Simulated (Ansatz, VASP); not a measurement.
Two plane-wave programs on C

INCAR

```
SYSTEM = C
PREC = Accurate ; ENCUT = 520
EDIFF = 1E-6 ; ISMEAR = 0
SIGMA = 0.2 ; LREAL = .False.
LASPH = .True. ; NELM = 100
ALGO = Normal ; ISIF = 2
LWAVE = .False. ; LCHARG = .True.
GGA = PE ; LELF = .True.
LVHAR = .True. ; NBANDS = 26
```

The input KPOINTS:

```
Automatic mesh
0
Gamma
  6 6 6
  0 0 0
```

Contents of POSCAR:

```
C
1.0
   -2.5387807856      2.5387807856      0.0000000000
    2.5387807856      2.5387807856      0.0000000000
    1.2693903928     -1.2693903928     -4.3262585396
C
8
Direct
    0.4138297474      0.5000000000      0.8276594948
    0.9138297474      0.0000000000      0.8276594948
    0.9138297474      0.2500000000      0.3276594948
    0.4138297474      0.7500000000      0.3276594948
    0.0861702526      0.0000000000      0.1723405052
    0.5861702526      0.5000000000      0.1723405052
    0.0861702526      0.2500000000      0.6723405052
    0.5861702526      0.7500000000      0.6723405052
```

Input for Ansatz:

```yaml
crystal:
  lattice:
    - [-2.5387807856, 2.5387807856, 0.0]
    - [2.5387807856, 2.5387807856, 0.0]
    - [1.2693903928, -1.2693903928, -4.3262585396]
  atoms:
    - { symbol: C, position: [0.4138297474, 0.5, 0.8276594948] }
    - { symbol: C, position: [0.9138297474, 0.0, 0.8276594948] }
    - { symbol: C, position: [0.9138297474, 0.25, 0.3276594948] }
    - { symbol: C, position: [0.4138297474, 0.75, 0.3276594948] }
    - { symbol: C, position: [0.0861702526, 0.0, 0.1723405052] }
    - { symbol: C, position: [0.5861702526, 0.5, 0.1723405052] }
    - { symbol: C, position: [0.0861702526, 0.25, 0.6723405052] }
    - { symbol: C, position: [0.5861702526, 0.75, 0.6723405052] }
basis:
  ecutwfc: 420
kpoints:
  mp_grid: { grid: [6, 6, 6] }
hamiltonian:
  xc: pbe
scf:
  occupations: { method: gaussian, width: 0.2 }
  lower_state_search: "off"
output:
  forces: true
  stress: true
  eigenvalues: true
```

Alike in both runs: task single point; functional PBE; k mesh 6 × 6 × 6; occupations gaussian, width 0.2 eV; no spin polarisation.

|  | VASP | Ansatz |
| --- | --- | --- |
| version | VASP 6.6.1 | Ansatz 0.2.0 |
| potentials or method | VASP PAW PBE potentials, release 64 (C), cutoff 520 eV | scalar-relativistic, plane waves, PAW |
| valence electrons in the cell | 32 | 32 |

Ansatz gave:

* gap on the k mesh at the Fermi level (eV): none
* pressure (GPa): 0.1
* traceless stress, the component that is largest in VASP (GPa): 0.72
* rms of the force components (eV/Å): 0.040

**Question.** Estimate VASP's values.

**Answer.** gap on the k mesh at the Fermi level (eV): none; pressure (GPa): 0.7; traceless stress, the component that is largest in VASP (GPa): 0.87; rms of the force components (eV/Å): 0.038.

Atom by atom the forces differ by 0.002 eV/Å (rms over components). A gap of «none» marks a metal or a gap that the smearing closes. The functional is the same, so the differences come from potentials, cutoffs and numerics.
